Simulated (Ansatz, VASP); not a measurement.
# IrSe in VASP and in Ansatz

```
CELL_PARAMETERS angstrom
0.00000 2.59398 2.59398
2.59398 0.00000 2.59398
2.59398 2.59398 0.00000
ATOMIC_POSITIONS crystal
Ir 0.50000 0.50000 0.50000
Se 0.00000 0.00000 0.00000
```

Alike in both runs: task single point; functional PBE; k mesh 6 × 6 × 6; occupations gaussian, width 0.05 eV; no spin polarisation.

```csv
,VASP,Ansatz
version,VASP 6.6.1,Ansatz 0.2.0
potentials or method,"VASP PAW PBE potentials, release 64 (Ir, Se), cutoff 520 eV","scalar-relativistic, plane waves, PAW"
valence electrons in the cell,15,33
```

```tsv
	VASP	Ansatz	Ansatz less VASP
gap on the k mesh at the Fermi level (eV)	none	none	-
pressure (GPa)	0.4	0.0	-0.40
```

A gap of «none» marks a metal or a gap that the smearing closes. With one functional, cell and mesh, what is left measures potentials, basis and numerics. VASP's potentials hold 15 valence electrons a cell and Ansatz's 33, so a difference there can come from the potentials and not from the codes.

Neither program's run includes spin-orbit coupling.
